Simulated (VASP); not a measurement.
Wanted: the native input for a VASP 6.6.1 run.

* Task: single point
* Functional: PBE
* Potentials or basis: VASP PAW PBE potentials, release 64 (Sn_d, Ge_d)
* Cutoff: 520 eV
* k mesh: 12 × 12 × 6
* Occupations: gaussian, width 0.1 eV
* Spin: no spin polarisation
* Dipole correction: no
* Further INCAR settings: ALGO = Normal; EDIFF = 1e-06; NBANDS = 43

The structure of Sn2Ge3 lies in POSCAR:

```
Sn2Ge3
1.0
    4.8277305046      0.0000000000      0.0000000000
   -2.4138652523      4.1809372596      0.0000000000
    0.0000000000      0.0000000000      8.5730969725
Sn Ge
2 3
Direct
    0.0000000000      0.0000000000      0.6886437237
    0.0000000000      0.0000000000      0.3113562763
    0.3333333333      0.6666666667      0.0000000000
    0.6666666667      0.3333333333      0.0000000000
    0.0000000000      0.0000000000      0.0000000000
```

The input as run:

INCAR

```
PREC = Accurate
ENCUT = 520
EDIFF = 1E-6
ISMEAR = 0
SIGMA = 0.1
LREAL = False
LASPH = True
NELM = 60
ALGO = Normal
ISIF = 2
LWAVE = False
LCHARG = False
GGA = PE
NBANDS = 43
```

KPOINTS

```
Automatic mesh
0
Gamma
  12 12 6
```

Potentials or basis: VASP PAW PBE potentials, release 64 (Sn_d, Ge_d).

Launch:

```bash
$ cat potpaw_PBE.64/Sn_d/POTCAR potpaw_PBE.64/Ge_d/POTCAR > POTCAR
$ mpirun -np 1 vasp_std > vasp.out
```

It gave:

| Property | Result |
| --- | --- |
| Pressure | 0.0 GPa |
| Largest force | 0.004 eV/Å |
| Band gap on the k mesh | zero (band 35 reaches 3.92 eV, above the bottom of band 36 at 2.85 eV) |

Caveat: spin-orbit coupling is left out, which moves the levels of the heavy elements.

Run time: 8.4 min on 1 thread of Intel(R) Xeon(R) Platinum 8259CL CPU @ 2.50GHz (Skylake/Cascade Lake) (shared host), peak memory 0.57 GiB.
